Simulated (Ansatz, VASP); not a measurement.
**SiC in VASP and in Ansatz**

```
Si C
1.0
    -0.01730    2.19447    2.19447
     2.19447   -0.01730    2.19447
     2.19447    2.19447   -0.01730
Si C
1 1
Direct
  0.99995 0.99995 0.99995
  0.25005 0.25005 0.25005
```

Change from the starting cell: strained cell.

Alike in both runs: task relaxation of the atoms; functional PBE; k mesh 9 × 9 × 9; occupations gaussian, width 0.02 eV; no spin polarisation.

|  | VASP | Ansatz |
| --- | --- | --- |
| version | VASP 6.6.1 | Ansatz 0.2.0 |
| potentials or method | VASP PAW PBE potentials, release 64 (Si, C), cutoff 520 eV | scalar-relativistic, plane waves, PAW |
| valence electrons in the cell | 8 | 8 |

```csv
,VASP,Ansatz,Ansatz less VASP
"gap on the k mesh at the Fermi level, each at its own relaxed structure (eV)",1.45,1.46,+0.002
```

Ansatz's warnings: stress scf threshold loose.
